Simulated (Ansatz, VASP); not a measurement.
# Ti in VASP and in Ansatz

```xyz
1
Lattice="0.0000 1.9488 1.9488 1.9488 0.0000 1.9488 1.9488 1.9488 0.0000" Properties=species:S:1:pos:R:3 pbc="T T T"
Ti    0.0000    0.0000    0.0000
```

Change from the starting cell: strain -0.040 along x and y, -0.040 along z, atoms carried along.

Alike in both runs: task single point; functional PBEsol; k mesh 20 × 20 × 20; occupations gaussian, width 0.15 eV; no spin polarisation.

```csv
,VASP,Ansatz
version,VASP 6.6.1,Ansatz 0.2.0
potentials or method,"VASP PAW PBE potentials, release 64 (Ti_sv), cutoff 520 eV","scalar-relativistic, plane waves, PAW"
valence electrons in the cell,12,12
```

|  | VASP | Ansatz | Ansatz less VASP |
| --- | --- | --- | --- |
| gap on the k mesh at the Fermi level (eV) | none | none | - |
| pressure (GPa) | 16.2 | 16.8 | +0.56 |

VASP's potentials were made for PBE, not for PBEsol. A gap of «none» marks a metal or a gap that the smearing closes.
